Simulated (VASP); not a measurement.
Wanted: the native input for a VASP 6.6.1 run.

- Task: single point
- Functional: r2SCAN
- Potentials or basis: VASP PAW PBE potentials, release 64 (C_h)
- Cutoff: 1430 eV
- k mesh: 12 × 12 × 12
- Occupations: fermi-dirac, width 0.02 eV
- Spin: no spin polarisation
- Dipole correction: no
- Further INCAR settings: ALGO = Normal; EDIFF = 1e-06; NBANDS = 11

C:

```xyz
2
Lattice="0.0000 1.7801 1.7801 1.7801 0.0000 1.7801 1.7801 1.7801 0.0000" Properties=species:S:1:pos:R:3 pbc="T T T"
C     0.0000    0.0000    0.0000
C     0.8901    0.8901    0.8901
```

These files were run (other wordings do the same):

POSCAR

```
C
1.0
    0.0000000000      1.7801241426      1.7801241426
    1.7801241426      0.0000000000      1.7801241426
    1.7801241426      1.7801241426      0.0000000000
C
2
Direct
    0.0000000000      0.0000000000      0.0000000000
    0.2500000000      0.2500000000      0.2500000000
```

INCAR.step1

```
PREC = Accurate ; ENCUT = 1430
ISMEAR = -1 ; SIGMA = 0.02
LREAL = F ; LASPH = T
NELM = 120 ; NBANDS = 11
GGA = PE ; ALGO = Normal
EDIFF = 1E-5 ; LWAVE = T
LCHARG = F ; GGA_COMPAT = F
```

INCAR.step2

```
PREC = Accurate ; ENCUT = 1430
EDIFF = 1E-6 ; ISMEAR = -1
SIGMA = 0.02 ; LREAL = F
LASPH = T ; NELM = 120
ALGO = Normal ; ISIF = 2
LWAVE = F ; LCHARG = F
METAGGA = R2SCAN ; LMIXTAU = T
NBANDS = 11 ; ISTART = 1
GGA_COMPAT = F
```

KPOINTS

```
regular mesh
0
Gamma
  12 12 12
```

Potentials or basis: VASP PAW PBE potentials, release 64 (C_h).

Run with:

```bash
$ cat potpaw_PBE.64/C_h/POTCAR > POTCAR
$ cp INCAR.step1 INCAR
$ mpirun -np 1 vasp_std > vasp.out
$ cp INCAR.step2 INCAR
$ mpirun -np 1 vasp_std > vasp.out
```

It gave:

- Pressure: -0.6 GPa
- Band gap on the k mesh: 4.39 eV (least direct gap 5.89 eV)

Caveat: the PAW data sets were made with another functional, which shifts forces and pressure a little.

Run time: 56 s on 1 thread of Intel(R) Xeon(R) Platinum 8488C (Sapphire Rapids) (shared host), peak memory 0.19 GiB.
